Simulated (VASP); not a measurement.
# C (Cm) in VASP: further runs

The runs below take C through single point, with LDA.

Program: VASP 6.6.1. These are calculated values, not measurements. Logs are shortened: lines on timing, memory, paths and dates and some standing lists are left out, and cuts for length are marked.

## 1. The cell of the first run

Symmetry: Cm, No. 8, monoclinic system. The conventional cell has a = 6.469 Å, b = 6.719 Å, c = 4.233 Å, α = 90.00°, β = 130.88°, γ = 90.00°. C (site symmetry m) has 2 C at 1.16 to 1.44 Å within 1.6 Å. C (site symmetry m) has 3 C at 1.41 Å within 1.9 Å. Within 1.9 Å of C (site symmetry m) lie 3 C at 1.41 Å. C (site symmetry m) has 3 C at 1.41 Å within 1.9 Å. Within 1.9 Å of C (site symmetry m) lie 3 C at 1.41 to 1.68 Å. C (site symmetry m) has 3 C at 1.41 Å within 1.9 Å. Within 1.6 Å of C (site symmetry m) lie 3 C at 1.16 to 1.41 Å. Within 1.9 Å of C (site symmetry m) lie 3 C at 1.41 to 1.44 Å.

## 2. Single point, LDA (atom 1 (C) moved +0.300 Å towards its neighbour atom 3 (C) at 2.444 Å)

Input file INCAR:

```
SYSTEM = C
  ALGO = Normal
  EDIFF = 1E-6
  ENCUT = 520
  GGA = CA
  ISIF = 2
  ISMEAR = 0
  LASPH = .TRUE.
  LCHARG = .TRUE.
  LELF = .TRUE.
  LREAL = .FALSE.
  LVHAR = .TRUE.
  LWAVE = .FALSE.
  NBANDS = 26
  NELM = 100
  PREC = Accurate
  SIGMA = 0.03
```

Input file KPOINTS:

```
k-points
0
G
  10 10 10
  0 0 0
```

Input file POSCAR:

```
C
1.0
    0.0000000000     -4.2333014983      0.0000000000
   -2.4455693354     -2.1166507492     -3.3597492418
    2.4455693354     -2.1166507492     -3.3597492418
C
8
Direct
    0.7719303325      0.5306815509      0.4693184491
    0.8332934344      0.0000000000      0.0000000000
    0.3332934344      0.7500000000      0.2500000000
    0.3332934344      0.2500000000      0.7500000000
    0.1667065656      0.5000000000      0.5000000000
    0.1667065656      0.0000000000      0.0000000000
    0.6667065656      0.7500000000      0.2500000000
    0.6667065656      0.2500000000      0.7500000000
```

Potentials or basis: VASP PAW LDA potentials, release 64 (C).

On the command line:

```console
$ cat potpaw_LDA.64/C/POTCAR > POTCAR
$ mpirun -np 1 vasp_std > vasp.out
```

OUTCAR:

```text
SYSTEM = C
   EDIFF = 1E-6
   ENCUT = 520
   GGA = CA
   ISIF = 2
   ISMEAR = 0
   LASPH = .TRUE.
   LREAL = .FALSE.
   NELM = 100
   PREC = Accurate

 ion  position               nearest neighbor table
   1  0.772  0.531  0.469-   7 1.16   8 1.44   5 1.68
   2  0.833  0.000  0.000-   6 1.41   7 1.41   8 1.41
   3  0.333  0.750  0.250-   7 1.41   6 1.41   5 1.41
   4  0.333  0.250  0.750-   8 1.41   6 1.41   5 1.41
   5  0.167  0.500  0.500-   3 1.41   4 1.41   1 1.68
   6  0.167  0.000  0.000-   2 1.41   3 1.41   4 1.41
   7  0.667  0.750  0.250-   1 1.16   3 1.41   2 1.41
   8  0.667  0.250  0.750-   4 1.41   2 1.41   1 1.44

  LATTYP: Found a body centered orthorhombic cell.
 ALAT       =     4.2333014983
 B/A-ratio  =     1.1553957763
 C/A-ratio  =     1.5872950430

  Lattice vectors:

 A1 = (   2.4455693354,   2.1166507492,   3.3597492418)
 A2 = (  -2.4455693354,  -2.1166507491,   3.3597492418)
 A3 = (   2.4455693354,  -2.1166507492,  -3.3597492418)

Analysis of symmetry for initial positions (statically):
=====================================================================
 Subroutine PRICEL returns:
 Original cell was already a primitive cell.

 Routine SETGRP: Setting up the symmetry group for a
 body centered orthorhombic supercell.

 Subroutine GETGRP returns: Found  2 space group operations
 (whereof  2 operations were pure point group operations)
 out of a pool of  8 trial point group operations.

The static configuration has the point symmetry C_1h.

Analysis of symmetry for dynamics (positions and initial velocities):
=====================================================================
 Subroutine PRICEL returns:
 Original cell was already a primitive cell.

 Routine SETGRP: Setting up the symmetry group for a
 body centered orthorhombic supercell.

 Subroutine GETGRP returns: Found  2 space group operations
 (whereof  2 operations were pure point group operations)
 out of a pool of  8 trial point group operations.

The dynamic configuration has the point symmetry C_1h.

 Subroutine INISYM returns: Found  2 space group operations
 (whereof  2 operations are pure point group operations),
 and found     1 'primitive' translations

----------------------------------------------------------------------------------------

                                     Primitive cell

  volume of cell :      69.5658

  direct lattice vectors                    reciprocal lattice vectors
     0.000000000 -4.233301498  0.000000000     0.000000000 -0.236222249  0.148820630
    -2.445569335 -2.116650749 -3.359749242    -0.204451370  0.000000000 -0.148820630
     2.445569335 -2.116650749 -3.359749242     0.204451370  0.000000000 -0.148820630

  length of vectors
     4.233301498  4.663575317  4.663575317     0.279192641  0.252879304  0.252879304

  position of ions in fractional coordinates (direct lattice)
     0.771930332  0.530681551  0.469318449
     0.833293434  0.000000000  0.000000000
     0.333293434  0.750000000  0.250000000
     0.333293434  0.250000000  0.750000000
     0.166706566  0.500000000  0.500000000
     0.166706566  0.000000000  0.000000000
     0.666706566  0.750000000  0.250000000
     0.666706566  0.250000000  0.750000000

  ion indices of the primitive-cell ions
   primitive index   ion index
                 1           1
                 2           2
                 3           3
                 4           4
                 5           5
                 6           6
                 7           7
                 8           8

----------------------------------------------------------------------------------------

 KPOINTS: k-points

Automatic generation of k-mesh.
 Grid dimensions read from file:
 generate k-points for:   10   10   10

 Generating k-lattice:

  Cartesian coordinates                     Fractional coordinates (reciprocal lattice)
     0.000000000 -0.023622225  0.014882063     0.100000000 -0.000000000 -0.000000000
    -0.020445137  0.000000000 -0.014882063     0.000000000  0.100000000 -0.000000000
     0.020445137  0.000000000 -0.014882063     0.000000000 -0.000000000  0.100000000

  Length of vectors
     0.027919264  0.025287930  0.025287930

  Shift w.r.t. Gamma in fractional coordinates (k-lattice)
     0.000000000  0.000000000  0.000000000

 Subroutine IBZKPT returns following result:
 ===========================================

 Found    282 irreducible k-points:

 Following reciprocal coordinates:
            Coordinates               Weight
  0.000000  0.000000  0.000000      1.000000
  0.100000 -0.000000 -0.000000      4.000000
  0.200000 -0.000000 -0.000000      4.000000
  0.300000 -0.000000 -0.000000      4.000000
  0.400000 -0.000000 -0.000000      4.000000
  0.500000 -0.000000 -0.000000      2.000000
[... 16 lines left out ...]
 -0.200000 -0.300000 -0.200000      4.000000
 -0.100000  0.100000  0.000000      4.000000
 [... further k-points ...]
   k-points           NKPTS =    282   k-points in BZ     NKDIM =    282   number of bands    NBANDS=     26
   number of dos      NEDOS =    301   number of ions     NIONS =      8
   total plane-waves  NPLWV =  41472
   dimension x,y,z NGX =    32 NGY =   36 NGZ =   36
   dimension x,y,z NGXF=    64 NGYF=   72 NGZF=   72
   ions per type =               8
   NGX,Y,Z   is equivalent  to a cutoff of  12.57, 12.83, 12.83 a.u.
   NGXF,Y,Z  is equivalent  to a cutoff of  25.13, 25.67, 25.67 a.u.
 SYSTEM =  C
   PREC   = accura    normal or accurate (medium, high low for compatibility)
   ISTART =      0    job   : 0-new  1-cont  2-samecut
   ICHARG =      2    charge: 1-file 2-atom 10-const
   ISPIN  =      1    spin polarized calculation?
   LNONCOLLINEAR =      F non collinear calculations
   LSORBIT =      F    spin-orbit coupling
   LASPH  =      T    aspherical Exc in radial PAW
   ENCUT  =  520.0 eV  38.22 Ry    6.18 a.u.   7.87  8.67  8.67*2*pi/ulx,y,z
   NELM   =    100;   NELMIN=  2; NELMDL= -5     # of ELM steps
   EDIFF  = 0.1E-05   stopping-criterion for ELM
   LREAL  =      F    real-space projection
   EDIFFG = 0.1E-04   stopping-criterion for IOM
   NSW    =      0    number of steps for IOM
   IBRION =     -1    ionic relax: 0-MD 1-quasi-New 2-CG
   NFREE  =      0    steps in history (QN), initial steepest desc. (CG)
   ISIF   =      2    stress and relaxation
   ISYM   =      2    0-nonsym 1-usesym 2-fastsym
   POTIM  = 0.5000    time-step for ionic-motion
   TEBEG  =    0.0;   TEEND  =   0.0 temperature during run
   PSTRESS=    0.0 pullay stress
   NELECT =      32.0000    total number of electrons
   NUPDOWN=      -1.0000    fix difference up-down
   EMIN   =  10.00;   EMAX   =-10.00  energy-range for DOS
   EFERMI =   0.00;   METHOD = LEGACY
   ISMEAR =     0;   SIGMA  =   0.03  broadening in eV -4-tet -1-fermi 0-gaus
   EFERMI_NEDOS =   21; number of points for ismear=-14 and -15
   IALGO  =     38    algorithm
   IMIX   =      4    mixing-type and parameters
     AMIX     =   0.40;   BMIX     =  1.00
     AMIX_MAG =   1.60;   BMIX_MAG =  1.00
  volume/ion in A,a.u.               =       8.70        58.68
  Fermi-wavevector in a.u.,A,eV,Ry     =   1.263745  2.388132 21.729206  1.597052
  Thomas-Fermi vector in A             =   2.397086
   LORBIT       =      0    0 simple, 1 ext, 2 COOP (PROOUT), +10 PAW based schemes
   GGA     = CA    functional components
   LHFCALC =     F    Hartree Fock is set to
   AEXX    =    0.0000 exact exchange contribution
   IVDW    =     0    specifies the selected vdW correction
   LEPSILON=     F    determine dielectric tensor
   LRPA    =     F    only Hartree local field effects (RPA)
 non-spin polarized calculation
 Gauss-broadening in eV      SIGMA  =   0.03
  energy-cutoff  :      520.00
  volume of cell :       69.57
 maximum number of plane-waves:      1891
   NGX = 15   NGY = 17   NGZ = 17

 number of electron      31.9999996 magnetization

 Free energy of the ion-electron system (eV)
  ---------------------------------------------------
  ext. energy  EPLUGINS =         0.00000000
  ---------------------------------------------------
  free energy    TOTEN  =       -77.73829405 eV

  energy without entropy =      -77.73829405  energy(sigma->0) =      -77.73829405

 E-fermi :   4.6487     XC(G=0): -10.7788

 val. band max:        4.4760200233   @ k =   0.0000  -0.2000   0.2000
 cond. band min:       4.8729423952   @ k =   0.0000   0.4000   0.1000
 fundamental gap:      0.3969223719
 Fermi energy:         4.6486800767

 k-point     1 :       0.0000    0.0000    0.0000
  band No.  band energies     occupation
      1     -15.1129      2.00000
      2     -11.1478      2.00000
      3     -10.2786      2.00000
      4      -9.3287      2.00000
      5      -7.9822      2.00000
      6      -6.4416      2.00000
[... 18 lines left out ...]
     25      16.1766      0.00000
     26      16.8864      0.00000

 k-point     2 :       0.1000   -0.0000   -0.0000
  band No.  band energies     occupation
      1     -15.0498      2.00000
      2     -11.1740      2.00000
      3     -10.3130      2.00000
      4      -9.6948      2.00000
      5      -7.4347      2.00000
      6      -6.7085      2.00000
[... 18 lines left out ...]
     25      16.0426      0.00000
     26      16.2489      0.00000

 k-point     3 :       0.2000   -0.0000   -0.0000
  band No.  band energies     occupation
      1     -14.8630      2.00000
      2     -11.4196      2.00000
      3     -10.4920      2.00000
      4      -9.8415      2.00000
      5      -7.4327      2.00000
      6      -6.8157      2.00000
[... 18 lines left out ...]
     25      15.6202      0.00000
     26      15.6867      0.00000

 k-point     4 :       0.3000   -0.0000   -0.0000
  band No.  band energies     occupation
      1     -14.5644      2.00000
      2     -12.0162      2.00000
      3     -10.4658      2.00000
      4      -9.6559      2.00000
      5      -8.0176      2.00000
      6      -7.4705      2.00000
[... 18 lines left out ...]
     25      14.8976      0.00000
     26      16.1576      0.00000

 k-point     5 :       0.4000   -0.0000   -0.0000
  band No.  band energies     occupation
      1     -14.1929      2.00000
      2     -12.6438      2.00000
      3     -10.3100      2.00000
      4      -9.3601      2.00000
      5      -8.4974      2.00000
      6      -8.0562      2.00000
[... 18 lines left out ...]
     25      13.9260      0.00000
     26      14.5102      0.00000

 k-point     6 :       0.5000   -0.0000   -0.0000
  band No.  band energies     occupation
      1     -13.9508      2.00000
      2     -12.9784      2.00000
      3     -10.2202      2.00000
      4      -9.1428      2.00000
      5      -8.7178      2.00000
      6      -8.3483      2.00000
[... 427 lines left out ...]
 k-point    21 :      -0.3000   -0.4000   -0.3000
  band No.  band energies     occupation
      1     -14.4833      2.00000
      2     -12.0985      2.00000
      3     -10.7365      2.00000
      4      -9.4642      2.00000
      5      -8.2605      2.00000
      6      -6.9809      2.00000
[... 18 lines left out ...]
     25      14.7564      0.00000
     26      15.2140      0.00000

 k-point    22 :      -0.2000    0.1000    0.0000
  band No.  band energies     occupation
      1     -14.7941      2.00000
      2     -11.4576      2.00000
      3     -10.9641      2.00000
      4      -9.2745      2.00000
      5      -7.9384      2.00000
      6      -6.2867      2.00000
[... 18 lines left out ...]
     25      15.3819      0.00000
     26      15.7270      0.00000

 k-point    23 :      -0.2000   -0.3000   -0.2000
  band No.  band energies     occupation
      1     -14.7888      2.00000
      2     -11.6819      2.00000
      3     -10.5239      2.00000
      4      -9.6065      2.00000
      5      -7.7124      2.00000
      6      -6.5551      2.00000
[... 18 lines left out ...]
     25      15.4375      0.00000
     26      15.7274      0.00000

 k-point    24 :      -0.1000    0.1000    0.0000
  band No.  band energies     occupation
      1     -14.9895      2.00000
      2     -11.4801      2.00000
      3     -10.3649      2.00000
      4      -9.2663      2.00000
      5      -7.5448      2.00000
      6      -7.0156      2.00000
[... 18 lines left out ...]
     25      15.7765      0.00000
     26      16.2179      0.00000

 [... further k-points ...]
[... 5 lines left out ...]
  --------------------------------------------------------------------------------------
  -------------------------------------------------------------------------------------
  Total       13.4112429      3.4084197     -0.1189347     -4.6803999     -0.0000000      0.0000000
  in kB      308.8755769     78.4996309     -2.7391968   -107.7947227     -0.0000000      0.0000000
  external PRESSURE =     128.2120037 kB  Pullay stress =       0.0000000 kB

 VOLUME and BASIS-vectors are now :
 -----------------------------------------------------------------------------
  energy-cutoff  :      520.00
  volume of cell :       69.57
      direct lattice vectors                 reciprocal lattice vectors
     0.000000000 -4.233301498  0.000000000     0.000000000 -0.236222249  0.148820630
    -2.445569335 -2.116650749 -3.359749242    -0.204451370  0.000000000 -0.148820630
     2.445569335 -2.116650749 -3.359749242     0.204451370  0.000000000 -0.148820630

 POSITION                                       TOTAL-FORCE (eV/Angst)
 -----------------------------------------------------------------------------------
     -0.15007     -5.38446     -3.35975        19.121865    -15.073692      0.000000
      0.00000     -3.52758      0.00000        -1.581656     -1.213545      0.000000
     -1.22278     -3.52758     -3.35975        -0.084805      2.064570      0.000000
      1.22278     -3.52758     -3.35975         0.199404      1.048061      0.000000
      0.00000     -2.82237     -3.35975        -1.626833      2.361743      0.000000
      0.00000     -0.70572      0.00000         0.340709      0.813988      0.000000
     -1.22278     -4.93902     -3.35975       -14.638193      7.784007      0.000000
      1.22278     -4.93902     -3.35975        -1.730490      2.214869      0.000000
 -----------------------------------------------------------------------------------
    total drift:                               -0.000326     -0.000107     -0.000000

  FREE ENERGIE OF THE ION-ELECTRON SYSTEM (eV)
  ---------------------------------------------------
  free  energy   TOTEN  =       -77.7382940504 eV

  energy  without entropy=      -77.7382940504  energy(sigma->0) =      -77.73829405
```

Wall time 9 min (1 thread of Intel Xeon 8259CL, shared host); peak memory 0.41 GiB.

What came out:

| Property | Result |
| --- | --- |
| Free energy | -77.7383 eV |
| Pressure | 12.8 GPa |
| Largest force | 24.349 eV/Å |
| Band gap on the k mesh | 0.40 eV, indirect (least direct gap 0.54 eV) |

Forces in eV/Å, atoms in the order of the input:
```
C    19.122 -15.074   0.000
C    -1.582  -1.214   0.000
C    -0.085   2.065   0.000
C     0.199   1.048   0.000
C    -1.627   2.362   0.000
C     0.341   0.814   0.000
C   -14.638   7.784   0.000
C    -1.730   2.215   0.000
```

Stress tensor (GPa, compression positive):
```
 30.89 -10.78   0.00
-10.78   7.85   0.00
  0.00   0.00  -0.27
```

Caveat: the cell differs from its parent crystal (atom 1 (C) moved +0.300 Å towards its neighbour atom 3 (C) at 2.444 Å); forces of over 1 eV/Å act on the atoms, so gaps and moduli don't describe the material at rest.

(Part 1 of 2 ends here.)
